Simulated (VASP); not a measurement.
Wanted: the native input for a VASP 6.6.1 run.

* Task: single point
* Functional: PBEsol
* Potentials or basis: VASP PAW PBE potentials, release 64 (Na_pv)
* Cutoff: 520 eV
* k mesh: 16 × 16 × 16
* Occupations: gaussian, width 0.15 eV
* Spin: no spin polarisation
* Dipole correction: no
* Further INCAR settings: ALGO = Fast; EDIFF = 1e-06; NBANDS = 10

The structure of Na lies in POSCAR:

```
Na
1.0
   -1.7704000000      1.7704000000      2.5250000000
    1.7704000000     -1.7704000000      2.5250000000
    1.7704000000      1.7704000000     -2.5250000000
Na
1
Direct
    0.0000000000      0.0000000000      0.0000000000
```

This isn't the form of Na at room conditions, which is bcc.

These files were run (other wordings do the same):

INCAR

```
SYSTEM = Na
ALGO = Fast ; EDIFF = 1E-6
ENCUT = 520 ; GGA = PS
ISIF = 2 ; ISMEAR = 0
LASPH = .True. ; LCHARG = .False.
LREAL = .False. ; LWAVE = .False.
NBANDS = 10 ; NELM = 80
PREC = Accurate ; SIGMA = 0.15
```

KPOINTS

```
k-points
0
Gamma
  16 16 16
  0 0 0
```

Potentials or basis: VASP PAW PBE potentials, release 64 (Na_pv).

Launch:

```bash
$ cat potpaw_PBE.64/Na_pv/POTCAR > POTCAR
$ mpirun -np 1 vasp_std > vasp.out
```

It gave:

```yaml
Pressure: 1.5 GPa
Band_gap_on_the_k_mesh: zero (an odd number of electrons rules out a gap without spin polarisation)
```

Caveat: the PAW data sets were made with another functional, which shifts forces and pressure a little.

Run time: 2.9 min on 1 thread of Intel Xeon 8259CL (shared host), peak memory 0.22 GiB.
